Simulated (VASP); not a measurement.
# Sr (Fm-3m) in VASP: single point with PBE

Aim: the single point of Sr with PBE.

Program: VASP 6.6.1. These are calculated values, not measurements. Logs are shortened: lines on timing, memory, paths and dates and some standing lists are left out, and cuts for length are marked.

## (1) The cell of the first run

The structure is cubic, space group Fm-3m (No. 225). The conventional cell has a = 6.085 Å, b = 6.085 Å, c = 6.085 Å, α = 90.00°, β = 90.00°, γ = 90.00°. Within 5.6 Å of Sr (site symmetry m-3m) lie 12 Sr at 4.30 Å.

## (2) Single point, PBE, non-collinear spin, zero start, spin-orbit coupling

INCAR

```
PREC = Accurate ; ENCUT = 520
EDIFF = 1E-6 ; ISMEAR = -1
SIGMA = 0.08 ; LREAL = F
LASPH = T ; NELM = 150
ALGO = Normal ; ISIF = 2
LWAVE = F ; LCHARG = T
MAGMOM = 0 0 0 ; LORBIT = 11
LSORBIT = T ; GGA_COMPAT = F
LORBMOM = T ; GGA = PE
LVHAR = T ; NBANDS = 21
```

KPOINTS

```
Automatic mesh
0
Gamma
  10 10 10
```

POSCAR

```
Sr
1.0
    0.0000000000      3.0423500000      3.0423500000
    3.0423500000      0.0000000000      3.0423500000
    3.0423500000      3.0423500000      0.0000000000
Sr
1
Direct
    0.0000000000      0.0000000000      0.0000000000
```

Potentials or basis: VASP PAW PBE potentials, release 64 (Sr_sv).

Run with:

```sh
$ cat potpaw_PBE.64/Sr_sv/POTCAR > POTCAR
$ mpirun -np 1 vasp_ncl > vasp.out
```

OUTCAR:

```text
PREC = Accurate
   ENCUT = 520
   EDIFF = 1E-6
   ISMEAR = -1
   LREAL = F
   LASPH = T
   NELM = 150
   ISIF = 2
   LORBIT = 11
   LSORBIT = T
   GGA = PE

 ion  position               nearest neighbor table
   1  0.000  0.000  0.000-

  LATTYP: Found a face centered cubic cell.
 ALAT       =     6.0847000000

  Lattice vectors:

 A1 = (   0.0000000000,   3.0423500000,   3.0423500000)
 A2 = (   3.0423500000,   0.0000000000,   3.0423500000)
 A3 = (   3.0423500000,   3.0423500000,   0.0000000000)

Analysis of symmetry for initial positions (statically):
=====================================================================
 Subroutine PRICEL returns:
 Original cell was already a primitive cell.

 Routine SETGRP: Setting up the symmetry group for a
 face centered cubic supercell.

 Subroutine GETGRP returns: Found 48 space group operations
 (whereof 48 operations were pure point group operations)
 out of a pool of 48 trial point group operations.

The static configuration has the point symmetry O_h .

Analysis of symmetry for dynamics (positions and initial velocities):
=====================================================================
 Subroutine PRICEL returns:
 Original cell was already a primitive cell.

 Routine SETGRP: Setting up the symmetry group for a
 face centered cubic supercell.

 Subroutine GETGRP returns: Found 48 space group operations
 (whereof 48 operations were pure point group operations)
 out of a pool of 48 trial point group operations.

The dynamic configuration has the point symmetry O_h .

Analysis of structural, dynamic, and magnetic symmetry:
=====================================================================
 Subroutine PRICEL returns:
 Original cell was already a primitive cell.

 Routine SETGRP: Setting up the symmetry group for a
 face centered cubic supercell.

 Subroutine GETGRP returns: Found 48 space group operations
 (whereof 48 operations were pure point group operations)
 out of a pool of 48 trial point group operations.

The overall configuration has the point symmetry O_h .

 Subroutine INISYM returns: Found 48 space group operations
 (whereof 48 operations are pure point group operations),
 and found     1 'primitive' translations

----------------------------------------------------------------------------------------

                                     Primitive cell

  volume of cell :      56.3193

  direct lattice vectors                    reciprocal lattice vectors
     0.000000000  3.042350000  3.042350000    -0.164346640  0.164346640  0.164346640
     3.042350000  0.000000000  3.042350000     0.164346640 -0.164346640  0.164346640
     3.042350000  3.042350000  0.000000000     0.164346640  0.164346640 -0.164346640

  length of vectors
     4.302532631  4.302532631  4.302532631     0.284656730  0.284656730  0.284656730

  position of ions in fractional coordinates (direct lattice)
     0.000000000  0.000000000  0.000000000

  ion indices of the primitive-cell ions
   primitive index   ion index
                 1           1

----------------------------------------------------------------------------------------

 KPOINTS: Automatic mesh

Automatic generation of k-mesh.
 Grid dimensions read from file:
 generate k-points for:   10   10   10

 Generating k-lattice:

  Cartesian coordinates                     Fractional coordinates (reciprocal lattice)
    -0.016434664  0.016434664  0.016434664     0.100000000  0.000000000  0.000000000
     0.016434664 -0.016434664  0.016434664     0.000000000  0.100000000  0.000000000
     0.016434664  0.016434664 -0.016434664     0.000000000  0.000000000  0.100000000

  Length of vectors
     0.028465673  0.028465673  0.028465673

  Shift w.r.t. Gamma in fractional coordinates (k-lattice)
     0.000000000  0.000000000  0.000000000

 Subroutine IBZKPT returns following result:
 ===========================================

 Found     47 irreducible k-points:

[... 38 lines left out ...]
   ICHARG =      2    charge: 1-file 2-atom 10-const
   ISPIN  =      1    spin polarized calculation?
   LNONCOLLINEAR =      T non collinear calculations
   LSORBIT =      T    spin-orbit coupling
   LASPH  =      T    aspherical Exc in radial PAW
   ENCUT  =  520.0 eV  38.22 Ry    6.18 a.u.   8.00  8.00  8.00*2*pi/ulx,y,z
   NELM   =    150;   NELMIN=  2; NELMDL= -5     # of ELM steps
   EDIFF  = 0.1E-05   stopping-criterion for ELM
   LREAL  =      F    real-space projection
   EDIFFG = 0.1E-04   stopping-criterion for IOM
   NSW    =      0    number of steps for IOM
   IBRION =     -1    ionic relax: 0-MD 1-quasi-New 2-CG
   NFREE  =      0    steps in history (QN), initial steepest desc. (CG)
   ISIF   =      2    stress and relaxation
   ISYM   =      2    0-nonsym 1-usesym 2-fastsym
   POTIM  = 0.5000    time-step for ionic-motion
   TEBEG  =    0.0;   TEEND  =   0.0 temperature during run
   PSTRESS=    0.0 pullay stress
   NELECT =      10.0000    total number of electrons
   NUPDOWN=      -1.0000    fix difference up-down
   EMIN   =  10.00;   EMAX   =-10.00  energy-range for DOS
   EFERMI =   0.00;   METHOD = LEGACY
   ISMEAR =    -1;   SIGMA  =   0.08  broadening in eV -4-tet -1-fermi 0-gaus
   EFERMI_NEDOS =   21; number of points for ismear=-14 and -15
   IALGO  =     38    algorithm
   IMIX   =      4    mixing-type and parameters
     AMIX     =   0.40;   BMIX     =  1.00
     AMIX_MAG =   1.60;   BMIX_MAG =  1.00
  volume/ion in A,a.u.               =      56.32       380.06
  Fermi-wavevector in a.u.,A,eV,Ry     =   0.920144  1.738819 11.519569  0.846664
  Thomas-Fermi vector in A             =   2.045416
   LORBIT       =     11    0 simple, 1 ext, 2 COOP (PROOUT), +10 PAW based schemes
   GGA     = PE    functional components
   LHFCALC =     F    Hartree Fock is set to
   AEXX    =    0.0000 exact exchange contribution
   IVDW    =     0    specifies the selected vdW correction
   LEPSILON=     F    determine dielectric tensor
   LRPA    =     F    only Hartree local field effects (RPA)
  energy-cutoff  :      520.00
  volume of cell :       56.32
 maximum number of plane-waves:      3056
   NGX = 15   NGY = 15   NGZ = 15

 number of electron      10.0000000 magnetization       0.0000000      0.0000000      0.0000000

 number of electron      10.0000000 magnetization      -0.0000000     -0.0000000     -0.0000000

 number of electron      10.0000000 magnetization       0.0000000     -0.0000000      0.0000000

 number of electron      10.0000000 magnetization       0.0000000     -0.0000000     -0.0000000

 Free energy of the ion-electron system (eV)
  ---------------------------------------------------
  ext. energy  EPLUGINS =         0.00000000
  ---------------------------------------------------
  free energy    TOTEN  =        -1.73898026 eV

  energy without entropy =       -1.71056654  energy(sigma->0) =       -1.72477340

 E-fermi :   1.4965     XC(G=0):  -7.2790

 val. band max:        1.4836980384   @ k =  -0.3000   0.5000   0.2000
 cond. band min:       1.4992538955   @ k =  -0.3000   0.4000   0.1000
 fundamental gap:      0.0155558571
 Fermi energy:         1.4965013679

 k-point     1 :       0.0000    0.0000    0.0000
  band No.  band energies     occupation
      1     -35.1597      1.00000
      2     -35.1597      1.00000
      3     -17.8293      1.00000
      4     -17.8293      1.00000
      5     -16.6841      1.00000
      6     -16.6841      1.00000
[... 565 lines left out ...]
     20       6.1727      0.00000
     21       7.7496      0.00000

 [... further k-points ...]
[... 5 lines left out ...]
  --------------------------------------------------------------------------------------
  -------------------------------------------------------------------------------------
  Total       -0.0964540     -0.0964540     -0.0964540      0.0000000      0.0000000      0.0000000
  in kB       -2.7439317     -2.7439317     -2.7439317      0.0000000      0.0000000      0.0000000
  external PRESSURE =      -2.7439317 kB  Pullay stress =       0.0000000 kB

 VOLUME and BASIS-vectors are now :
 -----------------------------------------------------------------------------
  energy-cutoff  :      520.00
  volume of cell :       56.32
      direct lattice vectors                 reciprocal lattice vectors
     0.000000000  3.042350000  3.042350000    -0.164346640  0.164346640  0.164346640
     3.042350000  0.000000000  3.042350000     0.164346640 -0.164346640  0.164346640
     3.042350000  3.042350000  0.000000000     0.164346640  0.164346640 -0.164346640

 POSITION                                       TOTAL-FORCE (eV/Angst)
 -----------------------------------------------------------------------------------
      0.00000      0.00000      0.00000        -0.000000      0.000000     -0.000000
 -----------------------------------------------------------------------------------
    total drift:                                0.000000      0.000000      0.000000

  FREE ENERGIE OF THE ION-ELECTRON SYSTEM (eV)
  ---------------------------------------------------
  free  energy   TOTEN  =        -1.7389802573 eV

  energy  without entropy=       -1.7105665354  energy(sigma->0) =       -1.72477340

 orbital moment (x)

 # of ion     p       d       tot
 ----------------------------------------
  1        -0.000  -0.000  -0.000
 ----------------------------------------
           -0.000  -0.000  -0.000

 orbital moment (y)

 # of ion     p       d       tot
 ----------------------------------------
  1         0.000   0.000   0.000
 ----------------------------------------
            0.000   0.000   0.000

 orbital moment (z)

 # of ion     p       d       tot
 ----------------------------------------
  1         0.000  -0.000  -0.000
 ----------------------------------------
            0.000  -0.000  -0.000

 Spin-Orbit-Coupling matrix elements

 Ion:    1  E_soc:     -0.1771019
 l=   1
     0.0000000    -0.0295157    -0.0295157
    -0.0295157     0.0000000    -0.0295157
    -0.0295157    -0.0295157     0.0000000
 l=   2
     0.0000000     0.0000026     0.0000000     0.0000026    -0.0000038
     0.0000026     0.0000000    -0.0000029     0.0000026    -0.0000010
     0.0000000    -0.0000029     0.0000000    -0.0000029     0.0000000
     0.0000026     0.0000026    -0.0000029     0.0000000    -0.0000010
    -0.0000038    -0.0000010     0.0000000    -0.0000010     0.0000000
 l=   3
     0.0000000     0.0000000     0.0000000     0.0000000     0.0000000     0.0000000     0.0000000
     0.0000000     0.0000000     0.0000000     0.0000000     0.0000000     0.0000000     0.0000000
     0.0000000     0.0000000     0.0000000     0.0000000     0.0000000     0.0000000     0.0000000
     0.0000000     0.0000000     0.0000000     0.0000000     0.0000000     0.0000000     0.0000000
     0.0000000     0.0000000     0.0000000     0.0000000     0.0000000     0.0000000     0.0000000
     0.0000000     0.0000000     0.0000000     0.0000000     0.0000000     0.0000000     0.0000000
     0.0000000     0.0000000     0.0000000     0.0000000     0.0000000     0.0000000     0.0000000

 total charge

# of ion       s       p       d       tot
------------------------------------------
    1        2.063   5.735   0.126   7.924

 magnetization (x)

# of ion       s       p       d       tot
------------------------------------------
    1        0.000   0.000  -0.000  -0.000

 magnetization (y)

# of ion       s       p       d       tot
------------------------------------------
    1        0.000   0.000   0.000   0.000

 magnetization (z)

# of ion       s       p       d       tot
------------------------------------------
    1       -0.000   0.000   0.000  -0.000
```

It took 75 s on 1 thread of Intel Xeon Platinum 8259CL at 2.50GHz (Skylake/Cascade Lake), shared host; peak memory 0.34 GiB.

What came out:

```yaml
Free_energy: -1.7390 eV
Pressure: -0.3 GPa
Net_moment: 0.00 μB per cell
Valence_electrons_inside_the_program's_atomic_spheres: Sr 7.92
```

Moments on the atoms (μB; x, y, z):
```
Sr  0.00 0.00 0.00
```
